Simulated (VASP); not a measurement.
Here is a VASP 6.6.1 calculation.

Contents of INCAR:

```
SYSTEM = CsI
PREC = Accurate ; ENCUT = 500
EDIFF = 1E-6 ; ISMEAR = 0
SIGMA = 0.01 ; LREAL = .False.
LASPH = .True. ; NELM = 120
ALGO = Normal ; ISIF = 2
LWAVE = .False. ; LCHARG = .True.
GGA = PE ; LELF = .True.
LVHAR = .True. ; NBANDS = 15
GGA_COMPAT = .False.
```

KPOINTS

```
regular mesh
0
Gamma
  4 4 4
  0 0 0
```

The input POSCAR:

```
CsI
1.0
    4.6080833777      0.0000000000      0.0000000000
    0.0000000000      4.6080833777      0.0000000000
    0.0000000000      0.0000000000      4.6080833777
Cs I
1 1
Direct
    0.0000000000      0.0000000000      0.0000000000
    0.5000000000      0.5000000000      0.5000000000
```

Potentials or basis: VASP PAW PBE potentials, release 64 (Cs_sv, I).

The run is started by

```bash
$ cat potpaw_PBE.64/Cs_sv/POTCAR potpaw_PBE.64/I/POTCAR > POTCAR
$ mpirun -np 1 vasp_std > vasp.out
```

Q: Estimate the pressure.

A: 0.5 GPa.

Q: What does it give for the band gap on the k mesh?

A: 3.79 eV (least direct gap 3.88 eV).

Caveat: spin-orbit coupling is left out, which moves the levels of the heavy elements. A k mesh can miss the band edges.
